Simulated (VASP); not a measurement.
Set up this calculation in VASP 6.6.1, as the native input.

| Property | Result |
| --- | --- |
| Task | relaxation of cell and atoms |
| Functional | r2SCAN |
| Potentials or basis | VASP PAW PBE potentials, release 64 (C) |
| Cutoff | 660 eV |
| k mesh | 13 × 13 × 8 |
| Occupations | fermi-dirac, width 0.1 eV |
| Spin | no spin polarisation |
| Dipole correction | no |
| Further INCAR settings | ALGO = Normal; EDIFF = 1e-07; IBRION = 2; EDIFFG = -0.005; NSW = 80; ISIF = 3 |

Crystal: C.

```
CELL_PARAMETERS angstrom
2.12732 -1.22828 0.00000
2.12732 1.22828 0.00000
-1.37907 0.00000 3.50283
ATOMIC_POSITIONS crystal
C 0.83336 0.83336 0.00009
C 0.16664 0.16664 0.99991
```

These files were run (other wordings do the same):

POSCAR

```
C
1.0
    2.1273203100     -1.2282824400      0.0000000000
    2.1273203100      1.2282824400      0.0000000000
   -1.3790696300      0.0000000000      3.5028300800
C
2
Direct
    0.8333555300      0.8333555300      0.0000930400
    0.1666444700      0.1666444700      0.9999069600
```

INCAR.step1

```
SYSTEM = C
ALGO = Normal ; EDIFF = 1E-5
EDIFFG = -0.005 ; ENCUT = 660
GGA = PE ; GGA_COMPAT = .FALSE.
IBRION = 2 ; ISIF = 3
ISMEAR = -1 ; LASPH = .TRUE.
LCHARG = .FALSE. ; LREAL = .FALSE.
LWAVE = .TRUE. ; NELM = 120
NELMIN = 4 ; NSW = 100
PREC = Accurate ; SIGMA = 0.1
```

INCAR.step2

```
SYSTEM = C
ALGO = Normal ; EDIFF = 1E-7
EDIFFG = -0.005 ; ENCUT = 660
GGA_COMPAT = .FALSE. ; IBRION = 2
ISIF = 3 ; ISMEAR = -1
ISTART = 1 ; LASPH = .TRUE.
LCHARG = .FALSE. ; LMIXTAU = .TRUE.
LREAL = .FALSE. ; LWAVE = .FALSE.
METAGGA = R2SCAN ; NELM = 120
NELMIN = 4 ; NSW = 80
PREC = Accurate ; SIGMA = 0.1
```

KPOINTS

```
k-points
0
G
  13 13 8
  0 0 0
```

Potentials or basis: VASP PAW PBE potentials, release 64 (C).

Command:

```console
$ cat potpaw_PBE.64/C/POTCAR > POTCAR
$ cp INCAR.step1 INCAR
$ mpirun -np 1 vasp_std > vasp.out
$ cp INCAR.step2 INCAR
$ mpirun -np 1 vasp_std > vasp.out
```

Results of the run:

```json
{
 "Relaxed volume": "9.07 Å³/atom",
 "Relaxed cell": "a = 2.456 Å, b = 2.456 Å, c = 3.739 Å, α = 108.76°, β = 108.76°, γ = 60.00°",
 "Space group after relaxing (to 0.1 Å)": "R-3m (No. 166)",
 "Energy gained by relaxing": "0.1 meV/atom",
 "Ionic steps": "15",
 "Pressure after relaxing": "0.0 GPa"
}
```

Caveat: the PAW data sets were made with another functional, which shifts forces and pressure a little.

It took 34 min on 1 thread of Intel(R) Xeon(R) Platinum 8488C (Sapphire Rapids), on a shared host, peak memory 0.19 GiB.
